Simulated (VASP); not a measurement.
Input of a VASP 6.6.1 run:

INCAR

```
ALGO = Normal
EDIFF = 1E-6
ENCUT = 500
GGA_COMPAT = F
ISIF = 2
ISMEAR = 0
LASPH = T
LCHARG = F
LREAL = F
LWAVE = F
NBANDS = 22
NELM = 120
PREC = Accurate
SIGMA = 0.05
```

Contents of KPOINTS:

```
k-points
0
Gamma
  7 7 7
```

Contents of POSCAR:

```
Bi
1.0
    2.2350020903      1.2903790601      3.8815604084
   -2.2350020903      1.2903790601      3.8815604084
    0.0000000000     -2.5807581153      3.8815604100
Bi
2
Direct
    0.2364660111      0.2364660111      0.2364660111
    0.7635339889      0.7635339889      0.7635339889
```

Potentials or basis: VASP PAW LDA potentials, release 64 (Bi_d).

The run is started by

```console
$ cat potpaw_LDA.64/Bi_d/POTCAR > POTCAR
$ mpirun -np 1 vasp_std > vasp.out
```

Task: Predict the band gap on the k mesh.

Result: 0.27 eV, indirect (least direct gap 0.55 eV).

Task: What does it give for the pressure?

Result: 0.1 GPa.

Stress tensor (GPa, compression positive):
```
 0.39  0.00  0.00
 0.00  0.39  0.00
 0.00  0.00 -0.47
```

Caveat: spin-orbit coupling is left out, which moves the levels of the heavy elements. A k mesh can miss the band edges.
